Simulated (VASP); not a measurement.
# Rh (Fd-3m) in VASP: a series of runs

The runs below take Rh through single point, with revPBE.

All numbers are computed with VASP 6.6.1; they aren't measurements. Logs are shortened: lines on timing, memory, paths and dates and some standing lists are left out, and cuts for length are marked.

## 1. The cell of the first run

Symmetry: Fd-3m, No. 227, cubic system. Conventional cell: a = 5.549 Å, b = 5.549 Å, c = 5.549 Å, α = 90.00°, β = 90.00°, γ = 90.00°. Within 3.2 Å of Rh (site symmetry -43m) lie 4 Rh at 2.40 Å.

## 2. Single point, revPBE

Contents of INCAR:

```
SYSTEM = Rh
PREC = Accurate
ENCUT = 520
EDIFF = 1E-6
ISMEAR = -1
SIGMA = 0.1
LREAL = .False.
LASPH = .True.
NELM = 60
ALGO = Normal
ISIF = 2
LWAVE = .False.
LCHARG = .True.
GGA = RE
LELF = .True.
LVHAR = .True.
NBANDS = 22
```

Contents of KPOINTS:

```
regular mesh
0
Gamma
  10 10 10
  0 0 0
```

Contents of POSCAR:

```
Rh
1.0
    0.0000000000      2.7744917885      2.7744917885
    2.7744917885      0.0000000000      2.7744917885
    2.7744917885      2.7744917885      0.0000000000
Rh
2
Direct
    0.1250000000      0.1250000000      0.1250000000
    0.8750000000      0.8750000000      0.8750000000
```

Potentials or basis: VASP PAW PBE potentials, release 64 (Rh_pv).

Started as:

```
> cat potpaw_PBE.64/Rh_pv/POTCAR > POTCAR
> mpirun -np 1 vasp_std > vasp.out
```

OUTCAR:

```text
SYSTEM = Rh
   PREC = Accurate
   ENCUT = 520
   EDIFF = 1E-6
   ISMEAR = -1
   LREAL = .False.
   LASPH = .True.
   NELM = 60
   ISIF = 2
   GGA = RE

 ion  position               nearest neighbor table
   1  0.125  0.125  0.125-   2 2.40   2 2.40   2 2.40   2 2.40
   2  0.875  0.875  0.875-   1 2.40   1 2.40   1 2.40   1 2.40

  LATTYP: Found a face centered cubic cell.
 ALAT       =     5.5489835770

  Lattice vectors:

 A1 = (   0.0000000000,   2.7744917885,   2.7744917885)
 A2 = (   2.7744917885,   0.0000000000,   2.7744917885)
 A3 = (   2.7744917885,   2.7744917885,   0.0000000000)

Analysis of symmetry for initial positions (statically):
=====================================================================
 Subroutine PRICEL returns:
 Original cell was already a primitive cell.

 Routine SETGRP: Setting up the symmetry group for a
 face centered cubic supercell.

 Subroutine GETGRP returns: Found 48 space group operations
 (whereof 12 operations were pure point group operations)
 out of a pool of 48 trial point group operations.

The static configuration has the point symmetry D_3d.
 The point group associated with its full space group is O_h .

Analysis of symmetry for dynamics (positions and initial velocities):
=====================================================================
 Subroutine PRICEL returns:
 Original cell was already a primitive cell.

 Routine SETGRP: Setting up the symmetry group for a
 face centered cubic supercell.

 Subroutine GETGRP returns: Found 48 space group operations
 (whereof 12 operations were pure point group operations)
 out of a pool of 48 trial point group operations.

The dynamic configuration has the point symmetry D_3d.
 The point group associated with its full space group is O_h .

 Subroutine INISYM returns: Found 48 space group operations
 (whereof 12 operations are pure point group operations),
 and found     1 'primitive' translations

----------------------------------------------------------------------------------------

                                     Primitive cell

  volume of cell :      42.7150

  direct lattice vectors                    reciprocal lattice vectors
     0.000000000  2.774491788  2.774491788    -0.180213184  0.180213184  0.180213184
     2.774491788  0.000000000  2.774491788     0.180213184 -0.180213184  0.180213184
     2.774491788  2.774491788  0.000000000     0.180213184  0.180213184 -0.180213184
[... 74 lines left out ...]
 SYSTEM =  Rh
   PREC   = accura    normal or accurate (medium, high low for compatibility)
   ISTART =      0    job   : 0-new  1-cont  2-samecut
   ICHARG =      2    charge: 1-file 2-atom 10-const
   ISPIN  =      1    spin polarized calculation?
   LNONCOLLINEAR =      F non collinear calculations
   LSORBIT =      F    spin-orbit coupling
   LASPH  =      T    aspherical Exc in radial PAW
   ENCUT  =  520.0 eV  38.22 Ry    6.18 a.u.   7.30  7.30  7.30*2*pi/ulx,y,z
   NELM   =     60;   NELMIN=  2; NELMDL= -5     # of ELM steps
   EDIFF  = 0.1E-05   stopping-criterion for ELM
   LREAL  =      F    real-space projection
   EDIFFG = 0.1E-04   stopping-criterion for IOM
   NSW    =      0    number of steps for IOM
   IBRION =     -1    ionic relax: 0-MD 1-quasi-New 2-CG
   NFREE  =      0    steps in history (QN), initial steepest desc. (CG)
   ISIF   =      2    stress and relaxation
   ISYM   =      2    0-nonsym 1-usesym 2-fastsym
   POTIM  = 0.5000    time-step for ionic-motion
   TEBEG  =    0.0;   TEEND  =   0.0 temperature during run
   PSTRESS=    0.0 pullay stress
   NELECT =      30.0000    total number of electrons
   NUPDOWN=      -1.0000    fix difference up-down
   EMIN   =  10.00;   EMAX   =-10.00  energy-range for DOS
   EFERMI =   0.00;   METHOD = LEGACY
   ISMEAR =    -1;   SIGMA  =   0.10  broadening in eV -4-tet -1-fermi 0-gaus
   EFERMI_NEDOS =   21; number of points for ismear=-14 and -15
   IALGO  =     38    algorithm
   IMIX   =      4    mixing-type and parameters
     AMIX     =   0.40;   BMIX     =  1.00
     AMIX_MAG =   1.60;   BMIX_MAG =  1.00
  volume/ion in A,a.u.               =      21.36       144.13
  Fermi-wavevector in a.u.,A,eV,Ry     =   1.455197  2.749924 28.811676  2.117598
  Thomas-Fermi vector in A             =   2.572260
   LORBIT       =      0    0 simple, 1 ext, 2 COOP (PROOUT), +10 PAW based schemes
   GGA     = RE    functional components
   LHFCALC =     F    Hartree Fock is set to
   AEXX    =    0.0000 exact exchange contribution
   IVDW    =     0    specifies the selected vdW correction
   LEPSILON=     F    determine dielectric tensor
   LRPA    =     F    only Hartree local field effects (RPA)
 non-spin polarized calculation
  energy-cutoff  :      520.00
  volume of cell :       42.71
 maximum number of plane-waves:      1179
 NGX is ok and might be reduce to    30
   NGX = 15   NGY = 15   NGZ = 15

 number of electron      30.0000009 magnetization

 Free energy of the ion-electron system (eV)
  ---------------------------------------------------
  ext. energy  EPLUGINS =         0.00000000
  ---------------------------------------------------
  free energy    TOTEN  =       -11.45564231 eV

  energy without entropy =      -11.34254080  energy(sigma->0) =      -11.39909156

 E-fermi :   6.2033     XC(G=0): -10.9000

 val. band max:        6.1921914957   @ k =   0.5000   0.3000   0.1000
 cond. band min:       6.2057940994   @ k =   0.4000   0.4000   0.0000
 fundamental gap:      0.0136026037
 Fermi energy:         6.2033332345

 k-point     1 :       0.0000    0.0000    0.0000
  band No.  band energies     occupation
      1     -40.8134      2.00000
      2     -40.8134      2.00000
      3     -40.8134      2.00000
      4     -40.2383      2.00000
      5     -40.2383      2.00000
      6     -40.2383      2.00000
[... 589 lines left out ...]
     21      16.4209      0.00000
     22      17.5383      0.00000

 [... further k-points ...]
[... 5 lines left out ...]
  --------------------------------------------------------------------------------------
  -------------------------------------------------------------------------------------
  Total        0.0442923      0.0442923      0.0442923      0.0000000     -0.0000000     -0.0000000
  in kB        1.6613417      1.6613417      1.6613417      0.0000000     -0.0000000     -0.0000000
  external PRESSURE =       1.6613417 kB  Pullay stress =       0.0000000 kB

 VOLUME and BASIS-vectors are now :
 -----------------------------------------------------------------------------
  energy-cutoff  :      520.00
  volume of cell :       42.71
      direct lattice vectors                 reciprocal lattice vectors
     0.000000000  2.774491788  2.774491788    -0.180213184  0.180213184  0.180213184
     2.774491788  0.000000000  2.774491788     0.180213184 -0.180213184  0.180213184
     2.774491788  2.774491788  0.000000000     0.180213184  0.180213184 -0.180213184

 POSITION                                       TOTAL-FORCE (eV/Angst)
 -----------------------------------------------------------------------------------
      0.69362      0.69362      0.69362         0.000000     -0.000000     -0.000000
      4.85536      4.85536      4.85536        -0.000000      0.000000      0.000000
 -----------------------------------------------------------------------------------
    total drift:                               -0.000000      0.000000      0.000000

  FREE ENERGIE OF THE ION-ELECTRON SYSTEM (eV)
  ---------------------------------------------------
  free  energy   TOTEN  =       -11.4556423134 eV

  energy  without entropy=      -11.3425408012  energy(sigma->0) =      -11.39909156
```

stdout:

```text
POSCAR found type information on POSCAR Rh
 POSCAR found :  1 types and       2 ions
 scaLAPACK will be used
 -----------------------------------------------------------------------------
|                                                                             |
|                                                                             |
|     You enforced a specific xc type in the INCAR file but a different       |
|     I HOPE YOU KNOW WHAT YOU ARE DOING!                                     |
|                                                                             |
 -----------------------------------------------------------------------------

 LDA part: xc-table for (Slater+PW92), standard interpolation
 POSCAR, INCAR and KPOINTS ok, starting setup
 FFT: planning ... GRIDC
 FFT: planning ... GRID_SOFT
 FFT: planning ... GRID
 WAVECAR not read
 entering main loop
```

Run time: 17 s. Hardware: 1 thread of Intel Xeon 6975P-C (Granite Rapids), shared host; peak memory 0.18 GiB.

Results:

```
Free energy            : -11.4556 eV
Pressure               : 0.2 GPa
Band gap on the k mesh : zero (band 15 reaches 6.79 eV, above the bottom of band 16 at 5.66 eV)
```

Caveat: the PAW data sets were made with another functional, which shifts forces and pressure a little.

[end of part 1 of 2]
